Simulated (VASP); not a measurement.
# MnF2 (P4_2/mnm) in VASP: notebook

MnF2 is run at these levels: LDA+U; tasks: single point.

Program: VASP 6.6.1. These are calculated values, not measurements. Logs are shortened: lines on timing, memory, paths and dates and some standing lists are left out, and cuts for length are marked.

## (1) The cell of the first run

It takes space group P4_2/mnm (No. 136, tetragonal). Conventional cell: a = 4.873 Å, b = 4.873 Å, c = 3.310 Å, α = 90.00°, β = 90.00°, γ = 90.00°. Mn (site symmetry mmm) has 6 F at 2.10 to 2.13 Å within 2.8 Å. Within 2.8 Å of F (site symmetry m2m) lie 3 Mn at 2.10 to 2.13 Å and 1 F at 2.69 Å.

## (2) Single point, LDA+U, collinear spin, antiferromagnetic start

INCAR reads:

```
SYSTEM = MnF2
  ALGO = Normal
  EDIFF = 1E-6
  ENCUT = 520
  ISIF = 2
  ISMEAR = 0
  ISPIN = 2
  LASPH = .TRUE.
  LCHARG = .FALSE.
  LDAU = .TRUE.
  LDAUJ = 0 0
  LDAUL = 2 -1
  LDAUPRINT = 1
  LDAUTYPE = 2
  LDAUU = 4 0
  LMAXMIX = 4
  LORBIT = 11
  LREAL = .FALSE.
  LWAVE = .FALSE.
  MAGMOM = 4.62 -4.62 -0.03 0.03 -0.03 0.03
  NBANDS = 40
  NELM = 150
  PREC = Accurate
  SIGMA = 0.05
```

KPOINTS reads:

```
k-points
0
G
  4 4 6
  0 0 0
```

POSCAR reads:

```
MnF2
1.0
    4.8733996600      0.0000000000      0.0000000000
    0.0000000000      4.8733996600      0.0000000000
    0.0000000000      0.0000000000      3.3098997700
Mn F
2 4
Direct
    0.0000000000      0.0000000000      0.0000000000
    0.5000000000      0.5000000000      0.5000000000
    0.3050000000      0.3050000000      0.0000000000
    0.1950000000      0.8050000000      0.5000000000
    0.6950000000      0.6950000000      0.0000000000
    0.8050000000      0.1950000000      0.5000000000
```

Potentials or basis: VASP PAW LDA potentials, release 64 (Mn_pv, F).

On the command line:

```console
> cat potpaw_LDA.64/Mn_pv/POTCAR potpaw_LDA.64/F/POTCAR > POTCAR
> mpirun -np 1 vasp_std > vasp.out
```

OUTCAR:

```text
SYSTEM = MnF2
   EDIFF = 1E-6
   ENCUT = 520
   ISIF = 2
   ISMEAR = 0
   ISPIN = 2
   LASPH = .TRUE.
   LORBIT = 11
   LREAL = .FALSE.
   NELM = 150
   PREC = Accurate

 ion  position               nearest neighbor table
   1  0.000  0.000  0.000-   3 2.10   5 2.10   4 2.13   6 2.13   4 2.13   6 2.13
   2  0.500  0.500  0.500-   4 2.10   6 2.10   5 2.13   3 2.13   3 2.13   5 2.13
   3  0.305  0.305  0.000-   1 2.10   2 2.13   2 2.13
   4  0.195  0.805  0.500-   2 2.10   1 2.13   1 2.13
   5  0.695  0.695  0.000-   1 2.10   2 2.13   2 2.13
   6  0.805  0.195  0.500-   2 2.10   1 2.13   1 2.13

  LATTYP: Found a simple tetragonal cell.
 ALAT       =     4.8733996600
 C/A-ratio  =     0.6791767556

  Lattice vectors:

 A1 = (   4.8733996600,   0.0000000000,   0.0000000000)
 A2 = (   0.0000000000,   4.8733996600,   0.0000000000)
 A3 = (   0.0000000000,   0.0000000000,   3.3098997700)

Analysis of symmetry for initial positions (statically):
=====================================================================
 Subroutine PRICEL returns:
 Original cell was already a primitive cell.

 Routine SETGRP: Setting up the symmetry group for a
 simple tetragonal supercell.

 Subroutine GETGRP returns: Found 16 space group operations
 (whereof  8 operations were pure point group operations)
 out of a pool of 16 trial point group operations.

The static configuration has the point symmetry D_2h.
 The point group associated with its full space group is D_4h.

Analysis of symmetry for dynamics (positions and initial velocities):
=====================================================================
 Subroutine PRICEL returns:
 Original cell was already a primitive cell.

 Routine SETGRP: Setting up the symmetry group for a
 simple tetragonal supercell.

 Subroutine GETGRP returns: Found 16 space group operations
 (whereof  8 operations were pure point group operations)
 out of a pool of 16 trial point group operations.

The dynamic configuration has the point symmetry D_2h.
 The point group associated with its full space group is D_4h.

Analysis of structural, dynamic, and magnetic symmetry:
=====================================================================
 Subroutine PRICEL returns:
 Original cell was already a primitive cell.

 Routine SETGRP: Setting up the symmetry group for a
 simple tetragonal supercell.

 Subroutine GETGRP returns: Found 16 space group operations
 (whereof  8 operations were pure point group operations)
 out of a pool of 16 trial point group operations.

The overall configuration has the point symmetry D_2h.
 The point group associated with its full space group is D_4h.

 Subroutine INISYM returns: Found 16 space group operations
 (whereof  8 operations are pure point group operations),
 and found     1 'primitive' translations

----------------------------------------------------------------------------------------

                                     Primitive cell

  volume of cell :      78.6102

  direct lattice vectors                    reciprocal lattice vectors
     4.873399660  0.000000000  0.000000000     0.205195566  0.000000000  0.000000000
     0.000000000  4.873399660  0.000000000     0.000000000  0.205195566  0.000000000
     0.000000000  0.000000000  3.309899770     0.000000000  0.000000000  0.302123952

  length of vectors
     4.873399660  4.873399660  3.309899770     0.205195566  0.205195566  0.302123952

  position of ions in fractional coordinates (direct lattice)
     0.000000000  0.000000000  0.000000000
     0.500000000  0.500000000  0.500000000
     0.305000000  0.305000000  0.000000000
     0.195000000  0.805000000  0.500000000
[... 153 lines left out ...]
  o =  0.9421  v = -0.5994  0.0000 -0.8004  0.0000  0.0000  0.0000  0.0000  0.0000  0.0000  0.0000      0.0000  0.0000  0.0000  0.0000  0.0000  0.0000  0.0000  0.0000  0.0000  0.0000
  o =  0.9455  v =  0.0000 -0.7071  0.0000 -0.7071 -0.0000  0.0000  0.0000  0.0000  0.0000  0.0000      0.0000  0.0000  0.0000  0.0000  0.0000  0.0000  0.0000  0.0000  0.0000  0.0000
  o =  0.9457  v =  0.0000 -0.0000  0.0000  0.0000  1.0000  0.0000  0.0000  0.0000  0.0000  0.0000      0.0000  0.0000  0.0000  0.0000  0.0000  0.0000  0.0000  0.0000  0.0000  0.0000
  o =  0.9803  v =  0.0000  0.7071  0.0000 -0.7071  0.0000  0.0000  0.0000  0.0000  0.0000  0.0000      0.0000  0.0000  0.0000  0.0000  0.0000  0.0000  0.0000  0.0000  0.0000  0.0000
  o =  0.9832  v = -0.8004  0.0000  0.5994  0.0000 -0.0000  0.0000  0.0000  0.0000  0.0000  0.0000      0.0000  0.0000  0.0000  0.0000  0.0000  0.0000  0.0000  0.0000  0.0000  0.0000

atom =   2  type =  1  l = 2

 onsite density matrix

spin component  1

  0.0487  0.0000  0.0269  0.0000  0.0000
  0.0000  0.0403  0.0000  0.0225  0.0000
  0.0269  0.0000  0.0344  0.0000 -0.0000
  0.0000  0.0225  0.0000  0.0403  0.0000
  0.0000  0.0000 -0.0000  0.0000  0.0153

spin component  2

  0.9684  0.0000  0.0197  0.0000 -0.0000
  0.0000  0.9629  0.0000  0.0174  0.0000
  0.0197  0.0000  0.9569  0.0000  0.0000
  0.0000  0.0174  0.0000  0.9629  0.0000
 -0.0000  0.0000  0.0000  0.0000  0.9457

 occupancies and eigenvectors

  o =  0.0138  v = -0.6097 -0.0000  0.7926  0.0000  0.0000  0.0000  0.0000  0.0000  0.0000  0.0000      0.0000  0.0000  0.0000  0.0000  0.0000  0.0000  0.0000  0.0000  0.0000  0.0000
  o =  0.0153  v = -0.0000  0.0000  0.0000  0.0000 -1.0000  0.0000  0.0000  0.0000  0.0000  0.0000      0.0000  0.0000  0.0000  0.0000  0.0000  0.0000  0.0000  0.0000  0.0000  0.0000
  o =  0.0177  v =  0.0000 -0.7071  0.0000  0.7071 -0.0000  0.0000  0.0000  0.0000  0.0000  0.0000      0.0000  0.0000  0.0000  0.0000  0.0000  0.0000  0.0000  0.0000  0.0000  0.0000
  o =  0.0628  v =  0.0000 -0.7071  0.0000 -0.7071 -0.0000  0.0000  0.0000  0.0000  0.0000  0.0000      0.0000  0.0000  0.0000  0.0000  0.0000  0.0000  0.0000  0.0000  0.0000  0.0000
  o =  0.0693  v = -0.7926 -0.0000 -0.6097  0.0000  0.0000  0.0000  0.0000  0.0000  0.0000  0.0000      0.0000  0.0000  0.0000  0.0000  0.0000  0.0000  0.0000  0.0000  0.0000  0.0000
  o =  0.9421  v =  0.0000  0.0000  0.0000  0.0000  0.0000 -0.5994 -0.0000  0.8004  0.0000 -0.0000      0.0000  0.0000  0.0000  0.0000  0.0000  0.0000  0.0000  0.0000  0.0000  0.0000
  o =  0.9455  v =  0.0000  0.0000  0.0000  0.0000  0.0000 -0.0000  0.7071  0.0000 -0.7071  0.0000      0.0000  0.0000  0.0000  0.0000  0.0000  0.0000  0.0000  0.0000  0.0000  0.0000
  o =  0.9457  v =  0.0000  0.0000  0.0000  0.0000  0.0000  0.0000  0.0000 -0.0000 -0.0000 -1.0000      0.0000  0.0000  0.0000  0.0000  0.0000  0.0000  0.0000  0.0000  0.0000  0.0000
  o =  0.9803  v =  0.0000  0.0000  0.0000  0.0000  0.0000  0.0000  0.7071 -0.0000  0.7071 -0.0000      0.0000  0.0000  0.0000  0.0000  0.0000  0.0000  0.0000  0.0000  0.0000  0.0000
  o =  0.9832  v =  0.0000  0.0000  0.0000  0.0000  0.0000 -0.8004 -0.0000 -0.5994  0.0000 -0.0000      0.0000  0.0000  0.0000  0.0000  0.0000  0.0000  0.0000  0.0000  0.0000  0.0000

 number of electron      54.0000032 magnetization       0.0000000

 Free energy of the ion-electron system (eV)
  ---------------------------------------------------
  ext. energy  EPLUGINS =         0.00000000
  ---------------------------------------------------
  free energy    TOTEN  =       -40.11001550 eV

  energy without entropy =      -40.11001550  energy(sigma->0) =      -40.11001550

 E-fermi :   1.4583     XC(G=0): -10.4691

 val. band max:        1.1792120227   @ k =   0.5000   0.0000   0.0000
 cond. band min:       4.3329761336   @ k =   0.0000   0.0000   0.0000
 fundamental gap:      3.1537641109
 Fermi energy:         1.4582777083

 spin component 1

 k-point     1 :       0.0000    0.0000    0.0000
  band No.  band energies     occupation
      1     -46.5622      1.00000
      2     -46.5034      1.00000
      3     -46.4987      1.00000
      4     -41.9616      1.00000
      5     -41.9020      1.00000
      6     -41.8943      1.00000
[... 997 lines left out ...]
     38      11.8174      0.00000
     39      12.0031      0.00000
 Fermi energy:         1.4582777083

 spin component 2

 k-point     1 :       0.0000    0.0000    0.0000
  band No.  band energies     occupation
      1     -46.5622      1.00000
      2     -46.5034      1.00000
      3     -46.4987      1.00000
      4     -41.9616      1.00000
      5     -41.9020      1.00000
      6     -41.8943      1.00000
[... 997 lines left out ...]
     38      11.8174      0.00000
     39      12.0031      0.00000
 [bands above 39 left out]

------------------------ aborting loop because EDIFF is reached ----------------------------------------

  FORCE on cell =-STRESS in cart. coord.  units (eV):
  Direction    XX          YY          ZZ          XY          YZ          ZX
  --------------------------------------------------------------------------------------
  -------------------------------------------------------------------------------------
  Total       -2.1994782     -2.1994782     -2.7587784      0.0000000      0.0000000      0.0000000
  in kB      -44.8282050    -44.8282050    -56.2274643      0.0000000      0.0000000      0.0000000
  external PRESSURE =     -48.6279581 kB  Pullay stress =       0.0000000 kB

 VOLUME and BASIS-vectors are now :
 -----------------------------------------------------------------------------
  energy-cutoff  :      520.00
  volume of cell :       78.61
      direct lattice vectors                 reciprocal lattice vectors
     4.873399660  0.000000000  0.000000000     0.205195566  0.000000000  0.000000000
     0.000000000  4.873399660  0.000000000     0.000000000  0.205195566  0.000000000
     0.000000000  0.000000000  3.309899770     0.000000000  0.000000000  0.302123952

 POSITION                                       TOTAL-FORCE (eV/Angst)
 -----------------------------------------------------------------------------------
      0.00000      0.00000      0.00000         0.000000     -0.000000      0.000000
      2.43670      2.43670      1.65495         0.000000     -0.000000      0.000000
      1.48639      1.48639      0.00000         0.014563      0.014563      0.000000
      0.95031      3.92309      1.65495        -0.014563      0.014563      0.000000
      3.38701      3.38701      0.00000        -0.014563     -0.014563     -0.000000
      3.92309      0.95031      1.65495         0.014563     -0.014563     -0.000000
 -----------------------------------------------------------------------------------
    total drift:                                0.000000      0.000000      0.000000

  FREE ENERGIE OF THE ION-ELECTRON SYSTEM (eV)
  ---------------------------------------------------
  free  energy   TOTEN  =       -40.1100154977 eV

  energy  without entropy=      -40.1100154977  energy(sigma->0) =      -40.11001550

 total charge

# of ion       s       p       d       tot
------------------------------------------
    1        0.171   6.152   4.956  11.279
    2        0.171   6.152   4.956  11.279
    3        1.724   4.347   0.000   6.072
    4        1.724   4.347   0.000   6.072
    5        1.724   4.347   0.000   6.072
    6        1.724   4.347   0.000   6.072
--------------------------------------------------
tot          7.240  29.693   9.913  46.846

 magnetization (x)

# of ion       s       p       d       tot
------------------------------------------
    1        0.015   0.013   4.608   4.636
    2       -0.015  -0.013  -4.608  -4.636
    3       -0.002  -0.018   0.000  -0.019
    4        0.002   0.018   0.000   0.019
    5       -0.002  -0.018   0.000  -0.019
    6        0.002   0.018   0.000   0.019
--------------------------------------------------
tot          0.000   0.000  -0.000  -0.000
```

Run time: 1.8 min. Hardware: 1 thread of Intel Xeon Platinum 8259CL at 2.50GHz (Skylake/Cascade Lake), shared host; peak memory 0.23 GiB.

What came out:

```yaml
Free_energy: -40.1100 eV
Pressure: -4.9 GPa
Largest_force: 0.021 eV/Å
Band_gap_on_the_k_mesh: 3.15 eV (least direct gap 3.20 eV)
Net_moment: 0.00 μB per cell
Site_moments: Mn +4.64, -4.64; F -0.02, +0.02 (each value once) μB
Valence_electrons_inside_the_program's_atomic_spheres: Mn 11.28; F 6.07
```

Forces in eV/Å, atoms in the order of the input:
```
Mn   0.000  0.000  0.000
Mn   0.000  0.000  0.000
F    0.015  0.015  0.000
F   -0.015  0.015  0.000
F   -0.015 -0.015  0.000
F    0.015 -0.015  0.000
```

Levels at points of the mesh, in eV from the valence-band top:
Spin up:
```
           k point  band 23  band 24  band 25  band 26  band 27  band 28  band 29  band 30  band 31  band 32
(0.00, 0.00, 0.00)    -1.89    -1.71    -1.43    -0.46    -0.04     3.15     5.00     5.62     5.66     6.48
(0.50, 0.00, 0.00)    -1.82    -1.65    -1.37    -0.14     0.00     4.93     5.31     5.59     5.61     5.71
(0.50, 0.50, 0.00)    -1.88    -1.70    -1.22    -0.73    -0.05     5.00     5.43     5.63     5.65     6.56
(0.00, 0.00, 0.50)    -1.82    -1.55    -1.18    -0.70    -0.44     5.34     5.35     5.43     6.21     6.31
(0.50, 0.00, 0.50)    -1.82    -1.68    -1.35    -0.80    -0.08     5.32     5.34     5.63     6.13     6.63
(0.50, 0.50, 0.50)    -1.81    -1.67    -1.38    -0.72    -0.19     5.35     5.36     5.65     6.07     6.43
```
Spin down:
```csv
k point,band 24,band 25,band 26,band 27,band 28,band 29,band 30,band 31
"(0.00, 0.00, 0.00)",-1.71,-1.43,-0.46,-0.04,3.15,5.00,5.62,5.66
"(0.50, 0.00, 0.00)",-1.65,-1.37,-0.14,0.00,4.93,5.31,5.59,5.61
"(0.50, 0.50, 0.00)",-1.70,-1.22,-0.73,-0.05,5.00,5.43,5.63,5.65
"(0.00, 0.00, 0.50)",-1.55,-1.18,-0.70,-0.44,5.34,5.35,5.43,6.21
"(0.50, 0.00, 0.50)",-1.68,-1.35,-0.80,-0.08,5.32,5.34,5.63,6.13
"(0.50, 0.50, 0.50)",-1.67,-1.38,-0.72,-0.19,5.35,5.36,5.65,6.07
```

Eigenvalues of the final occupation matrices:
```tsv
site	spin	trace	eigenvalues
site 1 d	1	4.80	0.94 0.95 0.95 0.98 0.98
site 1 d	2	0.18	0.01 0.02 0.02 0.06 0.07
site 2 d	1	0.18	0.01 0.02 0.02 0.06 0.07
site 2 d	2	4.80	0.94 0.95 0.95 0.98 0.98
```

Caveat: the cell stands under tension.

## (3) Single point, LDA+U, collinear spin, antiferromagnetic start

INCAR reads:

```
SYSTEM = MnF2
ALGO = Normal
EDIFF = 1E-7
ENCUT = 520
GGA = CA
ISIF = 2
ISMEAR = 0
ISPIN = 2
LASPH = .TRUE.
LCHARG = .FALSE.
LDAU = .TRUE.
LDAUJ = 0 0
LDAUL = 2 -1
LDAUPRINT = 1
LDAUTYPE = 2
LDAUU = 4 0
LMAXMIX = 4
LORBIT = 11
LREAL = .FALSE.
LWAVE = .FALSE.
MAGMOM = 4.2 -4.2 -0.02 0.02 -0.02 0.02
NBANDS = 40
NELM = 150
PREC = Accurate
SIGMA = 0.05
```

KPOINTS is that of step 2.

POSCAR is that of step 2.

Potentials or basis: VASP PAW LDA potentials, release 64 (Mn_pv, F).

On the command line:

```console
> cat potpaw_LDA.64/Mn_pv/POTCAR potpaw_LDA.64/F/POTCAR > POTCAR
> mpirun -np 1 vasp_std > vasp.out
```

Run time: 1.9 min. Hardware: 1 thread of Intel Xeon Platinum 8259CL at 2.50GHz (Skylake/Cascade Lake), shared host; peak memory 0.23 GiB.

Results (log left out):

| Property | Result |
| --- | --- |
| Free energy | -40.1100 eV |
| Pressure | -4.9 GPa |
| Largest force | 0.021 eV/Å |
| Band gap on the k mesh | 3.15 eV (least direct gap 3.20 eV) |
| Net moment | 0.00 μB per cell |
| Site moments | Mn +4.64, -4.64; F -0.02, +0.02 (each value once) μB |
| Valence electrons inside the program's atomic spheres | Mn 11.28; F 6.07 |

Forces on the atoms (eV/Å):
```
Mn   0.000  0.000  0.000
Mn   0.000  0.000  0.000
F    0.015  0.015  0.000
F   -0.015  0.015  0.000
F   -0.015 -0.015  0.000
F    0.015 -0.015  0.000
```

Stress tensor (GPa, compression positive):
```
-4.48  0.00  0.00
 0.00 -4.48  0.00
 0.00  0.00 -5.62
```

Levels at points of the mesh, in eV from the valence-band top:
Spin up:
```csv
k point,band 24,band 25,band 26,band 27,band 28,band 29,band 30,band 31
"(0.00, 0.00, 0.00)",-1.71,-1.43,-0.46,-0.04,3.15,5.00,5.62,5.66
"(0.50, 0.00, 0.00)",-1.65,-1.37,-0.14,0.00,4.93,5.31,5.59,5.61
"(0.50, 0.50, 0.00)",-1.70,-1.22,-0.73,-0.05,5.00,5.43,5.63,5.65
"(0.00, 0.00, 0.50)",-1.55,-1.18,-0.70,-0.44,5.34,5.35,5.43,6.21
"(0.50, 0.00, 0.50)",-1.68,-1.35,-0.80,-0.08,5.32,5.34,5.63,6.13
"(0.50, 0.50, 0.50)",-1.67,-1.38,-0.72,-0.19,5.35,5.36,5.65,6.07
```
Spin down:
```csv
k point,band 24,band 25,band 26,band 27,band 28,band 29,band 30,band 31
"(0.00, 0.00, 0.00)",-1.71,-1.43,-0.46,-0.04,3.15,5.00,5.62,5.66
"(0.50, 0.00, 0.00)",-1.65,-1.37,-0.14,0.00,4.93,5.31,5.59,5.61
"(0.50, 0.50, 0.00)",-1.70,-1.22,-0.73,-0.05,5.00,5.43,5.63,5.65
"(0.00, 0.00, 0.50)",-1.55,-1.18,-0.70,-0.44,5.34,5.35,5.43,6.21
"(0.50, 0.00, 0.50)",-1.68,-1.35,-0.80,-0.08,5.32,5.34,5.63,6.13
"(0.50, 0.50, 0.50)",-1.67,-1.38,-0.72,-0.19,5.35,5.36,5.65,6.07
```

Eigenvalues of the final occupation matrices:
```
    site  spin  trace               eigenvalues
site 1 d     1   4.80  0.94 0.95 0.95 0.98 0.98
site 1 d     2   0.18  0.01 0.02 0.02 0.06 0.07
site 2 d     1   0.18  0.01 0.02 0.02 0.06 0.07
site 2 d     2   4.80  0.94 0.95 0.95 0.98 0.98
```

Caveat: the cell stands under tension. A k mesh can miss the band edges.
